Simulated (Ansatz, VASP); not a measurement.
One calculation of SnO2, two programs

POSCAR

```
SnO2
1.0
    4.7599378643      0.0000000000      0.0000000000
    0.0000000000      4.7599378643      0.0000000000
    0.0000000000      0.0000000000      3.2007107588
Sn O
2 4
Direct
    0.5000000000      0.5000000000      0.5000000000
    0.0000000000      0.0000000000      0.0000000000
    0.3059102917      0.3059102917      0.0000000000
    0.8059102917      0.1940897083      0.5000000000
    0.1940897083      0.8059102917      0.5000000000
    0.6940897083      0.6940897083      0.0000000000
```

Contents of INCAR.step1:

```
  PREC = Accurate
  ENCUT = 520
  ISMEAR = 0
  SIGMA = 0.02
  LREAL = F
  LASPH = T
  NELM = 100
  NBANDS = 35
  GGA = PE
  ALGO = Normal
  EDIFF = 1E-4
  LWAVE = T
  LCHARG = F
```

File INCAR.step2:

```
  PREC = Accurate
  ENCUT = 520
  EDIFF = 1E-7
  ISMEAR = 0
  SIGMA = 0.02
  LREAL = F
  LASPH = T
  NELM = 100
  ALGO = Normal
  ISIF = 2
  LWAVE = F
  LCHARG = F
  METAGGA = R2SCAN
  LMIXTAU = T
  NBANDS = 35
  ISTART = 1
```

The input KPOINTS:

```
Automatic mesh
0
Gamma
  6 6 8
```

Input for Ansatz:

```yaml
crystal:
  lattice:
    - [4.7599378643, 0.0, 0.0]
    - [0.0, 4.7599378643, 0.0]
    - [0.0, 0.0, 3.2007107588]
  atoms:
    - { symbol: Sn, position: [0.5, 0.5, 0.5] }
    - { symbol: Sn, position: [0.0, 0.0, 0.0] }
    - { symbol: O, position: [0.3059102917, 0.3059102917, 0.0] }
    - { symbol: O, position: [0.8059102917, 0.1940897083, 0.5] }
    - { symbol: O, position: [0.1940897083, 0.8059102917, 0.5] }
    - { symbol: O, position: [0.6940897083, 0.6940897083, 0.0] }
basis:
  ecutwfc: 500
kpoints:
  mp_grid: { grid: [6, 6, 8] }
  band_path: { path: [VBM, CBM], npoints: 2 }
hamiltonian:
  xc: r2scan
scf:
  occupations: { method: gaussian, width: 0.02 }
output:
  forces: true
  stress: true
  eigenvalues: true
checkpoint:
  read: start.run
  write: ck
  compress: false
  write_wavefunctions: false
  write_every: 100000
```

Alike in both runs: task single point; functional r2SCAN; k mesh 6 × 6 × 8; occupations gaussian, width 0.02 eV; no spin polarisation.

|  | VASP | Ansatz |
| --- | --- | --- |
| version | VASP 6.6.1 | Ansatz 0.2.0 |
| potentials or method | VASP PAW PBE potentials, release 64 (Sn_d, O), cutoff 520 eV | scalar-relativistic, plane waves, PAW |
| valence electrons in the cell | 52 | 52 |

|  | VASP | Ansatz | Ansatz less VASP |
| --- | --- | --- | --- |
| gap on the k mesh at the Fermi level (eV) | 1.79 | 1.77 | -0.026 |
| least direct gap on the mesh (eV) | 1.79 | 1.77 | -0.026 |
| pressure (GPa) | 1.1 | 0.0 | -1.10 |
| traceless stress, the component that is largest in VASP (GPa) | 0.34 | 0.00 | -0.339 |
| rms of the force components (eV/Å) | 0.013 | 0.000 | -0.0131 |

VASP's potentials were made for PBE, not for r2SCAN. Atom by atom the forces differ by 0.013 eV/Å (rms over components). The functional is the same, so the differences come from potentials, cutoffs and numerics.
